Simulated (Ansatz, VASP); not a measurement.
**Ta: VASP beside Ansatz**

The input INCAR:

```
ALGO = Normal
EDIFF = 1E-8
ENCUT = 520
GGA = PS
ISIF = 2
ISMEAR = -1
LASPH = T
LCHARG = F
LEFG = T
LREAL = F
LWAVE = F
NBANDS = 12
NELM = 80
PREC = Accurate
SIGMA = 0.08
```

Contents of KPOINTS:

```
k-points
0
Gamma
  17 17 17
```

POSCAR

```
Ta
1.0
   -1.6836662614      1.6836662614      1.6836662614
    1.6836662614     -1.6836662614      1.6836662614
    1.6836662614      1.6836662614     -1.6836662614
Ta
1
Direct
    0.0000000000      0.0000000000      0.0000000000
```

Input for Ansatz:

```yaml
crystal:
  lattice:
    - [-1.6836662614, 1.6836662614, 1.6836662614]
    - [1.6836662614, -1.6836662614, 1.6836662614]
    - [1.6836662614, 1.6836662614, -1.6836662614]
  atoms:
    - { symbol: Ta, position: [0.0, 0.0, 0.0] }
kpoints:
  mp_grid: { grid: [17, 17, 17] }
scf:
  occupations: { method: fermi_dirac, width: 0.08 }
hamiltonian:
  xc: pbesol
  pseudopotentials: { kind: paw }
output:
  forces: true
  stress: true
  eigenvalues: true
  efg: { contact_densities: true }
  write_density: true
  write_potential: true
  elf: true
  volumetric_format: npy
```

Change from the starting cell: volume scaled by 1.06, PAW files.

Alike in both runs: task electric field gradients; functional PBEsol; k mesh 17 × 17 × 17; occupations fermi-dirac, width 0.08 eV; no spin polarisation.

|  | VASP | Ansatz |
| --- | --- | --- |
| version | VASP 6.6.1 | Ansatz 0.2.0 |
| potentials or method | VASP PAW PBE potentials, release 64 (Ta_pv) | PAW with Ansatz's default frozen-core files, scalar-relativistic |
| plane-wave cutoff (eV) | 520 | 420 |
| valence electrons in the cell | 11 | 13 |

```csv
,VASP,Ansatz,Ansatz less VASP
pressure (GPa),-13.8,-13.9,-0.07
```

VASP's potentials were made for PBE, not for PBEsol. With one functional, cell and mesh, what is left measures potentials, basis and numerics. VASP's potentials hold 11 valence electrons a cell and Ansatz's 13, so a difference there can come from the potentials and not from the codes.

Neither program's run includes spin-orbit coupling.
